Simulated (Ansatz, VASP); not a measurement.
# HfC in VASP and in Ansatz

Contents of INCAR:

```
SYSTEM = HfC
  PREC = Accurate
  ENCUT = 520
  EDIFF = 1E-8
  ISMEAR = -1
  SIGMA = 0.05
  LREAL = .FALSE.
  LASPH = .TRUE.
  NELM = 120
  ALGO = Normal
  ISIF = 2
  LWAVE = .FALSE.
  LCHARG = .FALSE.
  GGA = PS
  LEFG = .TRUE.
  NBANDS = 14
  GGA_COMPAT = .FALSE.
```

The input KPOINTS:

```
regular mesh
0
G
  15 15 15
  0 0 0
```

Contents of POSCAR:

```
HfC
1.0
    0.0000000000      2.3403977997      2.3403977997
    2.3403977997      0.0000000000      2.3403977997
    2.3403977997      2.3403977997      0.0000000000
Hf C
1 1
Direct
    0.5000000000      0.5000000000      0.5000000000
    0.0000000000      0.0000000000      0.0000000000
```

Input for Ansatz:

```yaml
crystal:
  lattice:
    - [0.0, 2.3403977997, 2.3403977997]
    - [2.3403977997, 0.0, 2.3403977997]
    - [2.3403977997, 2.3403977997, 0.0]
  atoms:
    - { symbol: Hf, position: [0.5, 0.5, 0.5] }
    - { symbol: C, position: [0.0, 0.0, 0.0] }
kpoints:
  mp_grid: { grid: [15, 15, 15] }
scf:
  occupations: { method: fermi_dirac, width: 0.05 }
hamiltonian:
  xc: pbesol
  pseudopotentials: { kind: all_electron, datasets: crystal }
output:
  forces: true
  stress: true
  eigenvalues: true
  efg: { contact_densities: true }
```

Change from the starting cell: volume scaled by 1.02, crystal datasets.

Alike in both runs: task electric field gradients; functional PBEsol; k mesh 15 × 15 × 15; occupations fermi-dirac, width 0.05 eV; no spin polarisation.

|  | VASP | Ansatz |
| --- | --- | --- |
| version | VASP 6.6.1 | Ansatz 0.2.0 |
| potentials or method | VASP PAW PBE potentials, release 64 (Hf_pv, C), cutoff 520 eV | all-electron PAW with datasets made for the crystal, scalar-relativistic |

Ansatz gave:

- pressure (GPa): -10.7

Problem. Which values does VASP return?

Solution. Pressure (GPa): -11.3.

VASP's potentials were made for PBE, not for PBEsol. Ansatz ran all-electron here, and VASP with PAW potentials.

Spin-orbit coupling is off throughout.
